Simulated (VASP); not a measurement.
Set up this calculation in VASP 6.6.1, as the native input.

| Property | Result |
| --- | --- |
| Task | single point |
| Functional | PBEsol |
| Potentials or basis | VASP PAW PBE potentials, release 64 (Sc_sv, Al) |
| Cutoff | 520 eV |
| k mesh | 9 × 9 × 9 |
| Occupations | methfessel-paxton, width 0.15 eV |
| Spin | no spin polarisation |
| Dipole correction | no |
| Further INCAR settings | ALGO = Normal; EDIFF = 1e-06; NBANDS = 14 |

The structure of ScAl lies in POSCAR:

```
ScAl
1.0
    3.3015470619      0.0000000000      0.0000000000
    0.0000000000      3.3015470619      0.0000000000
    0.0000000000      0.0000000000      3.3015470619
Sc Al
1 1
Direct
    0.5000000000      0.5000000000      0.5000000000
    0.0000000000      0.0000000000      0.0000000000
```

The input as run:

INCAR

```
SYSTEM = ScAl
PREC = Accurate
ENCUT = 520
EDIFF = 1E-6
ISMEAR = 1
SIGMA = 0.15
LREAL = .FALSE.
LASPH = .TRUE.
NELM = 100
ALGO = Normal
ISIF = 2
LWAVE = .FALSE.
LCHARG = .TRUE.
GGA = PS
LELF = .TRUE.
LVHAR = .TRUE.
NBANDS = 14
```

KPOINTS

```
regular mesh
0
G
  9 9 9
  0 0 0
```

Potentials or basis: VASP PAW PBE potentials, release 64 (Sc_sv, Al).

Command:

```bash
$ cat potpaw_PBE.64/Sc_sv/POTCAR potpaw_PBE.64/Al/POTCAR > POTCAR
$ mpirun -np 1 vasp_std > vasp.out
```

It gave:

```
Pressure               : 3.5 GPa
Band gap on the k mesh : zero (band 7 reaches 6.66 eV, above the bottom of band 8 at 6.01 eV)
```

Caveat: the PAW data sets were made with another functional, which shifts forces and pressure a little.

Wall time 12 s on 1 thread of Intel(R) Xeon(R) Platinum 8559C (Emerald Rapids) (shared host), peak memory 0.16 GiB.
